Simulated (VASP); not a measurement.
Write the native input for VASP 6.6.1 that does the following.

| Item | Value |
| --- | --- |
| Task | single point |
| Functional | LDA |
| Potentials or basis | VASP PAW LDA potentials, release 64 (C, Tc_pv) |
| Cutoff | 520 eV |
| k mesh | 7 × 7 × 7 |
| Occupations | methfessel-paxton, width 0.05 eV |
| Spin | no spin polarisation |
| Dipole correction | no |
| Further INCAR settings | ALGO = Normal; EDIFF = 1e-06; NBANDS = 30 |

The structure of Tc3C lies in POSCAR:

```
Tc3C
1.0
    0.0000000000      2.9036855711      2.9036855711
    2.9036855711      0.0000000000      2.9036855711
    2.9036855711      2.9036855711      0.0000000000
C Tc
1 3
Direct
    0.0000000000      0.0000000000      0.0000000000
    0.5000000000      0.5000000000      0.5000000000
    0.2500000000      0.2500000000      0.2500000000
    0.7500000000      0.7500000000      0.7500000000
```

The input as run:

INCAR

```
PREC = Accurate
ENCUT = 520
EDIFF = 1E-6
ISMEAR = 1
SIGMA = 0.05
LREAL = False
LASPH = True
NELM = 60
ALGO = Normal
ISIF = 2
LWAVE = False
LCHARG = True
GGA = CA
LELF = True
LVHAR = True
NBANDS = 30
```

KPOINTS

```
Automatic mesh
0
Gamma
  7 7 7
```

Potentials or basis: VASP PAW LDA potentials, release 64 (C, Tc_pv).

Command:

```bash
$ cat potpaw_LDA.64/C/POTCAR potpaw_LDA.64/Tc_pv/POTCAR > POTCAR
$ mpirun -np 1 vasp_std > vasp.out
```

It gave:

```
Pressure               : -4.4 GPa
Band gap on the k mesh : zero (an odd number of electrons rules out a gap without spin polarisation)
```

Caveat: the cell stands under tension.

Wall time 19 s on 1 thread of Intel(R) Xeon(R) Platinum 8488C (Sapphire Rapids), on a shared host, peak memory 0.16 GiB.
